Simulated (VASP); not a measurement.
# Hg: single point with LDA

Hg:

```
Hg
1.0
     1.74632    1.00824    2.14788
    -1.74632    1.00824    2.14788
     0.00000   -2.01648    2.14788
Hg
1
Direct
  0.00000 0.00000 0.00000
```

```yaml
Program: VASP 6.6.1
Task: single point
Functional: LDA
Potentials_or_basis: VASP PAW LDA potentials, release 64 (Hg)
Cutoff: 520 eV
k_mesh: 12 × 12 × 12
Occupations: fermi-dirac, width 0.1 eV
Spin: no spin polarisation
```

* Pressure: 0.8 GPa
* Band gap on the k mesh: zero (band 6 reaches 4.36 eV, above the bottom of band 7 at 0.69 eV)

Stress tensor (GPa, compression positive):
```
0.62 0.00 0.00
0.00 0.62 0.00
0.00 0.00 1.31
```

Levels at points of the mesh, in eV from the Fermi level:
```
           k point  band 4  band 5  band 6  band 7  band 8  band 9
(0.00, 0.00, 0.00)   -6.29   -6.18   -6.18   12.07   12.48   12.48
(0.50, 0.00, 0.00)   -6.30   -5.98   -2.19   -2.14   12.63   12.95
(0.50, 0.50, 0.00)   -6.04   -5.32   -0.14    1.06    4.33    9.97
(0.50, 0.50, 0.50)   -5.41   -5.41    0.17    2.14    8.96    8.96
```

It took 18 s on 1 thread of Intel(R) Xeon(R) Platinum 8259CL CPU @ 2.50GHz (Skylake/Cascade Lake), on a shared host, peak memory 0.16 GiB.

Caveat: spin-orbit coupling is left out, which moves the levels of the heavy elements.
